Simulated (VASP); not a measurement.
Set up this calculation in VASP 6.6.1, as the native input.

```
Task                   : single point
Functional             : PBE
Potentials or basis    : VASP PAW PBE potentials, release 64 (Zn, F)
Cutoff                 : 600 eV
k mesh                 : 4 × 4 × 6
Occupations            : gaussian, width 0.01 eV
Spin                   : no spin polarisation
Dipole correction      : no
Further INCAR settings : ALGO = Normal; EDIFF = 1e-06; NBANDS = 35
```

The structure of ZnF2 lies in POSCAR:

```
ZnF2
1.0
    4.7020476958      0.0000000000      0.0000000000
    0.0000000000      4.7020476958      0.0000000000
    0.0000000000      0.0000000000      3.1106673521
Zn F
2 4
Direct
    0.0000000000      0.0000000000      0.0000000000
    0.5000000000      0.5000000000      0.5000000000
    0.3043835389      0.3043835389      0.0000000000
    0.1956164611      0.8043835389      0.5000000000
    0.6956164611      0.6956164611      0.0000000000
    0.8043835389      0.1956164611      0.5000000000
```

One way to write it, as run:

INCAR

```
ALGO = Normal ; EDIFF = 1E-6
ENCUT = 600 ; GGA = PE
GGA_COMPAT = False ; ISIF = 2
ISMEAR = 0 ; LASPH = True
LCHARG = True ; LELF = True
LREAL = False ; LVHAR = True
LWAVE = False ; NBANDS = 35
NELM = 120 ; PREC = Accurate
SIGMA = 0.01
```

KPOINTS

```
k-points
0
Gamma
  4 4 6
```

Potentials or basis: VASP PAW PBE potentials, release 64 (Zn, F).

Run with:

```console
$ cat potpaw_PBE.64/Zn/POTCAR potpaw_PBE.64/F/POTCAR > POTCAR
$ mpirun -np 1 vasp_std > vasp.out
```

Results of the run:

The pressure is 8.0 GPa. The largest force is 0.138 eV/Å. The band gap on the k mesh is 3.56 eV.

Caveat: the cell stands under pressure.

Run time: 45 s on 1 thread of AMD EPYC 9R14 (Zen 4) (shared host), peak memory 0.19 GiB.
